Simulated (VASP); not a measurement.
A run of VASP 6.6.1 is set up as follows.

INCAR

```
ALGO = Normal
EDIFF = 1E-6
ENCUT = 520
GGA = PS
ISIF = 2
ISMEAR = -1
LASPH = T
LCHARG = F
LREAL = F
LWAVE = F
NBANDS = 10
NELM = 100
PREC = Accurate
SIGMA = 0.1
```

Contents of KPOINTS:

```
k-points
0
Gamma
  9 9 9
```

File POSCAR:

```
Rb
1.0
    4.3582771298      0.0000000000      0.0000000000
    0.0000000000      4.3582771298      0.0000000000
    0.0000000000      0.0000000000      4.3582771298
Rb
1
Direct
    0.0000000000      0.0000000000      0.0000000000
```

Potentials or basis: VASP PAW PBE potentials, release 64 (Rb_sv).

Run with:

```console
$ cat potpaw_PBE.64/Rb_sv/POTCAR > POTCAR
$ mpirun -np 1 vasp_std > vasp.out
```

Question: What does it give for the pressure?

Answer: 0.4 GPa.

Caveat: the PAW data sets were made with another functional, which shifts forces and pressure a little.
